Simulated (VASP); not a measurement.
Input of a VASP 6.6.1 run:

The input INCAR:

```
SYSTEM = MgO
PREC = Accurate
ENCUT = 520
EDIFF = 1E-7
ISMEAR = 0
SIGMA = 0.05
LREAL = .False.
LASPH = .True.
NELM = 100
ALGO = Normal
ISIF = 2
LWAVE = .False.
LCHARG = .False.
GGA = PS
NBANDS = 11
```

The input KPOINTS:

```
regular mesh
0
Gamma
  10 10 10
  0 0 0
```

POSCAR

```
MgO
1.0
    0.0000000000      2.1071057202      2.1071057202
    2.1071057202      0.0000000000      2.1071057202
    2.1071057202      2.1071057202      0.0000000000
Mg O
1 1
Direct
    0.0355938477     -0.0355938477      0.0355938477
    0.5000000000      0.5000000000      0.5000000000
```

Potentials or basis: VASP PAW PBE potentials, release 64 (Mg, O).

Command:

```bash
$ cat potpaw_PBE.64/Mg/POTCAR potpaw_PBE.64/O/POTCAR > POTCAR
$ mpirun -np 1 vasp_std > vasp.out
```

Predict the largest force.

0.942 eV/Å.

Predict the pressure.

1.7 GPa.

Stress tensor (GPa, compression positive):
```
-1.02  0.00  0.00
 0.00  7.25  0.00
 0.00  0.00 -1.02
```

Caveat: the cell differs from its parent crystal (all Mg atoms moved +0.150 Å, as atom 1 along Cartesian [0 1 0]); the PAW data sets were made with another functional, which shifts forces and pressure a little.
